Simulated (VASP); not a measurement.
# InSb (F-43m) in VASP: further runs, part 2 of 3

VASP 6.6.1. The steps go on from the part before.

### Step 3. Electric field gradients, LDA

The input, INCAR:

```
ALGO = Normal ; EDIFF = 1E-8
ENCUT = 400 ; GGA = CA
GGA_COMPAT = False ; ISIF = 2
ISMEAR = -1 ; LASPH = True
LCHARG = False ; LEFG = True
LREAL = False ; LWAVE = False
NBANDS = 86 ; NELM = 120
PREC = Accurate ; SIGMA = 0.05
```

The input, KPOINTS:

```
k-points
0
Gamma
  5 5 5
```

The input, POSCAR:

```
InSb
1.0
    0.0000000000      6.4782000000      6.4782000000
    6.4782000000      0.0000000000      6.4782000000
    6.4782000000      6.4782000000      0.0000000000
In Sb
8 8
Direct
    0.0000000000      0.0000000000      0.0000000000
    0.0000000000      0.0000000000      0.5000000000
    0.0000000000      0.5000000000      0.0000000000
    0.0000000000      0.5000000000      0.5000000000
    0.5000000000      0.0000000000      0.0000000000
    0.5000000000      0.0000000000      0.5000000000
    0.5000000000      0.5000000000      0.0000000000
    0.5000000000      0.5000000000      0.5000000000
    0.1250000000      0.1250000000      0.1250000000
    0.1250000000      0.1250000000      0.6250000000
    0.1250000000      0.6250000000      0.1250000000
    0.1250000000      0.6250000000      0.6250000000
    0.6250000000      0.1250000000      0.1250000000
    0.6250000000      0.1250000000      0.6250000000
    0.6250000000      0.6250000000      0.1250000000
    0.6250000000      0.6250000000      0.6250000000
```

Potentials or basis: VASP PAW LDA potentials, release 64 (In_d, Sb).

Launch:

```bash
cat potpaw_LDA.64/In_d/POTCAR potpaw_LDA.64/Sb/POTCAR > POTCAR
mpirun -np 1 vasp_std > vasp.out
```

OUTCAR:

```text
EDIFF = 1E-8
   ENCUT = 400
   GGA = CA
   ISIF = 2
   ISMEAR = -1
   LASPH = True
   LREAL = False
   NELM = 120
   PREC = Accurate

 ion  position               nearest neighbor table
   1  0.000  0.000  0.000-   9 2.81  10 2.81  11 2.81  13 2.81
   2  0.000  0.000  0.500-   9 2.81  10 2.81  12 2.81  14 2.81
   3  0.000  0.500  0.000-   9 2.81  11 2.81  12 2.81  15 2.81
   4  0.000  0.500  0.500-  10 2.81  11 2.81  12 2.81  16 2.81
   5  0.500  0.000  0.000-   9 2.81  13 2.81  14 2.81  15 2.81
   6  0.500  0.000  0.500-  10 2.81  13 2.81  14 2.81  16 2.81
[... 8 lines left out ...]
  15  0.625  0.625  0.125-   3 2.81   5 2.81   7 2.81   8 2.81
  16  0.625  0.625  0.625-   4 2.81   6 2.81   7 2.81   8 2.81
[... 6 lines left out ...]
 A1 = (   0.0000000000,   6.4782000000,   6.4782000000)
 A2 = (   6.4782000000,   0.0000000000,   6.4782000000)
 A3 = (   6.4782000000,   6.4782000000,   0.0000000000)

Analysis of symmetry for initial positions (statically):
=====================================================================
 Subroutine PRICEL returns following result:

  LATTYP: Found a face centered cubic cell.
 ALAT       =     6.4782000000

  Lattice vectors:

 A1 = (   0.0000000000,   3.2391000000,   3.2391000000)
 A2 = (   3.2391000000,   0.0000000000,   3.2391000000)
 A3 = (   3.2391000000,   3.2391000000,   0.0000000000)

   8 primitive cells build up your supercell.

 Routine SETGRP: Setting up the symmetry group for a
 face centered cubic supercell.

 Subroutine GETGRP returns: Found 24 space group operations
 (whereof 24 operations were pure point group operations)
 out of a pool of 48 trial point group operations.

The static configuration has the point symmetry T_d .

Analysis of symmetry for dynamics (positions and initial velocities):
=====================================================================
 Subroutine PRICEL returns following result:

  LATTYP: Found a face centered cubic cell.
 ALAT       =     6.4782000000

  Lattice vectors:

 A1 = (   0.0000000000,   3.2391000000,   3.2391000000)
 A2 = (   3.2391000000,   0.0000000000,   3.2391000000)
 A3 = (   3.2391000000,   3.2391000000,   0.0000000000)

   8 primitive cells build up your supercell.

 Routine SETGRP: Setting up the symmetry group for a
 face centered cubic supercell.

 Subroutine GETGRP returns: Found 24 space group operations
 (whereof 24 operations were pure point group operations)
 out of a pool of 48 trial point group operations.

The dynamic configuration has the point symmetry T_d .

 Subroutine INISYM returns: Found 24 space group operations
 (whereof 24 operations are pure point group operations),
 and found     8 'primitive' translations

----------------------------------------------------------------------------------------

                                     Primitive cell

  volume of cell :      67.9678

  direct lattice vectors                    reciprocal lattice vectors
     0.000000000  3.239100000  3.239100000    -0.154363867  0.154363867  0.154363867
     3.239100000  0.000000000  3.239100000     0.154363867 -0.154363867  0.154363867
[... 103 lines left out ...]
  volume of cell :      543.74
 maximum number of plane-waves:      9901
   NGX = 29   NGY = 29   NGZ = 29

 number of electron     144.0000132 magnetization

 Free energy of the ion-electron system (eV)
  ---------------------------------------------------
  ext. energy  EPLUGINS =         0.00000000
  ---------------------------------------------------
  free energy    TOTEN  =       -65.71802341 eV

  energy without entropy =      -65.71515663  energy(sigma->0) =      -65.71659002

 E-fermi :   4.9592     XC(G=0):  -8.9942

 val. band max:        4.8932540085   @ k =   0.0000   0.0000   0.0000
 cond. band min:       5.3145771414   @ k =   0.0000   0.0000   0.0000
 fundamental gap:      0.4213231329
 Fermi energy:         4.9592177926

 k-point     1 :       0.0000    0.0000    0.0000
  band No.  band energies     occupation
      1      -9.7483      2.00000
      2      -9.7483      2.00000
      3      -9.7483      2.00000
      4      -9.7147      2.00000
      5      -9.7147      2.00000
      6      -9.7147      2.00000
[... 859 lines left out ...]
     83       7.9857      0.00000
     84       7.9857      0.00000
 [bands above 84 left out]

------------------------ aborting loop because EDIFF is reached ----------------------------------------

  FORCE on cell =-STRESS in cart. coord.  units (eV):
  Direction    XX          YY          ZZ          XY          YZ          ZX
  --------------------------------------------------------------------------------------
  -------------------------------------------------------------------------------------
  Total       -1.7893342     -1.7893342     -1.7893342      0.0000000      0.0000000     -0.0000000
  in kB       -5.2724078     -5.2724078     -5.2724078      0.0000000      0.0000000     -0.0000000
  external PRESSURE =      -5.2724078 kB  Pullay stress =       0.0000000 kB

 VOLUME and BASIS-vectors are now :
 -----------------------------------------------------------------------------
  energy-cutoff  :      400.00
  volume of cell :      543.74
      direct lattice vectors                 reciprocal lattice vectors
     0.000000000  6.478200000  6.478200000    -0.077181933  0.077181933  0.077181933
     6.478200000  0.000000000  6.478200000     0.077181933 -0.077181933  0.077181933
     6.478200000  6.478200000  0.000000000     0.077181933  0.077181933 -0.077181933

 POSITION                                       TOTAL-FORCE (eV/Angst)
 -----------------------------------------------------------------------------------
      0.00000      0.00000      0.00000         0.000000      0.000000     -0.000000
      3.23910      3.23910      0.00000         0.000000      0.000000     -0.000000
      3.23910      0.00000      3.23910         0.000000      0.000000     -0.000000
      6.47820      3.23910      3.23910         0.000000      0.000000     -0.000000
      0.00000      3.23910      3.23910         0.000000      0.000000     -0.000000
      3.23910      6.47820      3.23910         0.000000      0.000000     -0.000000
[... 8 lines left out ...]
      4.85865      4.85865      8.09775        -0.000000     -0.000000      0.000000
      8.09775      8.09775      8.09775         0.000000     -0.000000      0.000000
 -----------------------------------------------------------------------------------
    total drift:                                0.000004      0.000004      0.000003

  FREE ENERGIE OF THE ION-ELECTRON SYSTEM (eV)
  ---------------------------------------------------
  free  energy   TOTEN  =       -65.7180234108 eV

  energy  without entropy=      -65.7151566332  energy(sigma->0) =      -65.71659002

 Electric field gradients (V/A^2)
---------------------------------------------------------------------
 ion       V_xx      V_yy      V_zz      V_xy      V_xz      V_yz
---------------------------------------------------------------------
   1       0.000    -0.000     0.000    -0.000    -0.000    -0.000
   2       0.000    -0.000     0.000    -0.000    -0.000    -0.000
   3       0.000    -0.000     0.000    -0.000    -0.000    -0.000
   4       0.000    -0.000     0.000    -0.000    -0.000    -0.000
   5       0.000    -0.000     0.000    -0.000    -0.000    -0.000
   6       0.000    -0.000     0.000    -0.000    -0.000    -0.000
[... 8 lines left out ...]
  15      -0.000    -0.000     0.000     0.000     0.000     0.000
  16      -0.000    -0.000     0.000     0.000     0.000     0.000
---------------------------------------------------------------------

 Electric field gradients after diagonalization (V/A^2)
 (convention: |V_zz| > |V_xx| > |V_yy|)
----------------------------------------------------------------------
 ion       V_xx      V_yy      V_zz     asymmetry (V_yy - V_xx)/ V_zz
----------------------------------------------------------------------
   1       0.000     0.000    -0.001       0.000
   2       0.000     0.000    -0.001       0.000
   3       0.000     0.000    -0.001       0.000
   4       0.000     0.000    -0.001       0.000
   5       0.000     0.000    -0.001       0.000
   6       0.000     0.000    -0.001       0.000
[... 8 lines left out ...]
  15      -0.000    -0.000     0.000       0.000
  16      -0.000    -0.000     0.000       0.000
----------------------------------------------------------------------

           NMR quadrupolar parameters

 Cq : quadrupolar parameter    Cq=e*Q*V_zz/h
 eta: asymmetry parameters     (V_yy - V_xx)/ V_zz
 Q  : nuclear electric quadrupole moment in mb (millibarn)
----------------------------------------------------------------------
 ion       Cq(MHz)       eta       Q (mb)
----------------------------------------------------------------------
   1      -0.000       0.000       1.000
   2      -0.000       0.000       1.000
   3      -0.000       0.000       1.000
   4      -0.000       0.000       1.000
   5      -0.000       0.000       1.000
   6      -0.000       0.000       1.000
[... 8 lines left out ...]
  15       0.000       0.000       1.000
  16       0.000       0.000       1.000
----------------------------------------------------------------------
```

It took 5.6 min on 1 thread of Intel Xeon Platinum 8488C (Sapphire Rapids), shared host; peak memory 0.49 GiB.

What came out:

| Item | Value |
| --- | --- |
| Free energy | -65.7180 eV |
| Pressure | -0.5 GPa |
| Band gap on the k mesh | zero (filled and empty bands touch) |
| Largest electric field gradient by atom | zero within the noise of the run |

Levels at points of the mesh, in eV from the Fermi level:
| k point | band 68 | band 69 | band 70 | band 71 | band 72 | band 73 | band 74 | band 75 | band 76 | band 77 |
| --- | --- | --- | --- | --- | --- | --- | --- | --- | --- | --- |
| (0.00, 0.00, 0.00) | -1.08 | -1.08 | -0.43 | -0.07 | -0.07 | -0.07 | 0.36 | 0.36 | 0.36 | 0.36 |

Caveat: semilocal functionals underestimate gaps, so a narrow gap can read as zero; spin-orbit coupling is left out, which moves the levels of the heavy elements.

### Step 4. Electric field gradients, PBEsol

This run uses another cell than the first one: it holds 8 atoms, not 16.

The input, INCAR:

```
SYSTEM = InSb
PREC = Accurate
ENCUT = 520
EDIFF = 1E-8
ISMEAR = -1
SIGMA = 0.05
LREAL = .False.
LASPH = .True.
NELM = 60
ALGO = Normal
ISIF = 2
LWAVE = .False.
LCHARG = .False.
GGA = PS
LEFG = .True.
NBANDS = 46
```

The input, KPOINTS:

```
regular mesh
0
Gamma
  5 5 5
  0 0 0
```

The input, POSCAR:

```
InSb
1.0
    6.4782000000      0.0000000000      0.0000000000
    0.0000000000      6.4782000000      0.0000000000
    0.0000000000      0.0000000000      6.4782000000
In Sb
4 4
Direct
    0.0000000000      0.0000000000      0.0000000000
    0.5000000000      0.5000000000      0.0000000000
    0.5000000000      0.0000000000      0.5000000000
    0.0000000000      0.5000000000      0.5000000000
    0.2500000000      0.2500000000      0.2500000000
    0.7500000000      0.7500000000      0.2500000000
    0.7500000000      0.2500000000      0.7500000000
    0.2500000000      0.7500000000      0.7500000000
```

Potentials or basis: VASP PAW PBE potentials, release 64 (In_d, Sb).

Launch:

```bash
cat potpaw_PBE.64/In_d/POTCAR potpaw_PBE.64/Sb/POTCAR > POTCAR
mpirun -np 1 vasp_std > vasp.out
```

OUTCAR:

```text
SYSTEM = InSb
   PREC = Accurate
   ENCUT = 520
   EDIFF = 1E-8
   ISMEAR = -1
   LREAL = .False.
   LASPH = .True.
   NELM = 60
   ISIF = 2
   GGA = PS

 ion  position               nearest neighbor table
   1  0.000  0.000  0.000-   5 2.81   6 2.81   7 2.81   8 2.81
   2  0.500  0.500  0.000-   5 2.81   6 2.81   7 2.81   8 2.81
   3  0.500  0.000  0.500-   5 2.81   6 2.81   7 2.81   8 2.81
   4  0.000  0.500  0.500-   5 2.81   6 2.81   7 2.81   8 2.81
   5  0.250  0.250  0.250-   1 2.81   2 2.81   3 2.81   4 2.81
   6  0.750  0.750  0.250-   1 2.81   2 2.81   3 2.81   4 2.81
   7  0.750  0.250  0.750-   1 2.81   2 2.81   3 2.81   4 2.81
   8  0.250  0.750  0.750-   1 2.81   2 2.81   3 2.81   4 2.81

  LATTYP: Found a simple cubic cell.
 ALAT       =     6.4782000000

  Lattice vectors:

 A1 = (   6.4782000000,   0.0000000000,   0.0000000000)
 A2 = (   0.0000000000,   6.4782000000,   0.0000000000)
 A3 = (   0.0000000000,   0.0000000000,   6.4782000000)

Analysis of symmetry for initial positions (statically):
=====================================================================
 Subroutine PRICEL returns following result:

  LATTYP: Found a face centered cubic cell.
[... 704 lines left out ...]
  free  energy   TOTEN  =       -30.7840583032 eV

  energy  without entropy=      -30.7818822641  energy(sigma->0) =      -30.78297028

 Electric field gradients (V/A^2)
---------------------------------------------------------------------
 ion       V_xx      V_yy      V_zz      V_xy      V_xz      V_yz
---------------------------------------------------------------------
   1       0.000     0.000    -0.000    -0.000     0.000    -0.000
   2       0.000     0.000    -0.000     0.000    -0.000    -0.000
   3       0.000     0.000    -0.000    -0.000     0.000    -0.000
   4       0.000     0.000    -0.000     0.000     0.000    -0.000
   5      -0.000    -0.000     0.000     0.000     0.000     0.000
   6      -0.000    -0.000     0.000    -0.000    -0.000    -0.000
   7      -0.000    -0.000     0.000    -0.000    -0.000    -0.000
   8      -0.000    -0.000     0.000    -0.000     0.000    -0.000
---------------------------------------------------------------------

 Electric field gradients after diagonalization (V/A^2)
 (convention: |V_zz| > |V_xx| > |V_yy|)
----------------------------------------------------------------------
 ion       V_xx      V_yy      V_zz     asymmetry (V_yy - V_xx)/ V_zz
----------------------------------------------------------------------
   1       0.000     0.000    -0.000       0.120
   2       0.000     0.000    -0.000       0.138
   3       0.000     0.000    -0.000       0.136
   4       0.000     0.000    -0.000       0.150
   5      -0.000    -0.000     0.000       0.261
   6      -0.000    -0.000     0.000       0.245
   7      -0.000    -0.000     0.000       0.128
   8      -0.000    -0.000     0.000       0.226
----------------------------------------------------------------------

           NMR quadrupolar parameters

 Cq : quadrupolar parameter    Cq=e*Q*V_zz/h
 eta: asymmetry parameters     (V_yy - V_xx)/ V_zz
 Q  : nuclear electric quadrupole moment in mb (millibarn)
----------------------------------------------------------------------
 ion       Cq(MHz)       eta       Q (mb)
----------------------------------------------------------------------
   1      -0.000       0.120       1.000
   2      -0.000       0.138       1.000
   3      -0.000       0.136       1.000
   4      -0.000       0.150       1.000
   5       0.000       0.261       1.000
   6       0.000       0.245       1.000
   7       0.000       0.128       1.000
   8       0.000       0.226       1.000
----------------------------------------------------------------------
```

stdout:

```text
POSCAR found type information on POSCAR InSb
 POSCAR found :  2 types and       8 ions
 scaLAPACK will be used
 -----------------------------------------------------------------------------
|                                                                             |
|                                                                             |
|     You enforced a specific xc type in the INCAR file but a different       |
|     I HOPE YOU KNOW WHAT YOU ARE DOING!                                     |
|                                                                             |
 -----------------------------------------------------------------------------

 LDA part: xc-table for (Slater+PW92), standard interpolation
 POSCAR, INCAR and KPOINTS ok, starting setup
 FFT: planning ... GRIDC
 FFT: planning ... GRID_SOFT
 FFT: planning ... GRID
 WAVECAR not read
 entering main loop
ion   1

ion   2

ion   3

ion   4

ion   5

ion   6

ion   7

ion   8
```

It took 4.8 min on 1 thread of AMD EPYC 7R13, shared host; peak memory 0.35 GiB.

Results:

* Free energy: -30.7841 eV
* Pressure: 0.9 GPa
* Band gap on the k mesh: zero (filled and empty bands touch)
* Largest electric field gradient by atom: zero within the noise of the run

Levels at points of the mesh, in eV from the Fermi level:
| k point | band 33 | band 34 | band 35 | band 36 | band 37 | band 38 | band 39 | band 40 |
| --- | --- | --- | --- | --- | --- | --- | --- | --- |
| (0.00, 0.00, 0.00) | -2.33 | -0.31 | -0.05 | -0.05 | -0.05 | 1.21 | 1.21 | 1.21 |

Caveat: semilocal functionals underestimate gaps, so a narrow gap can read as zero; the PAW data sets were made with another functional, which shifts forces and pressure a little; spin-orbit coupling is left out, which moves the levels of the heavy elements.

[end of part 2 of 3]
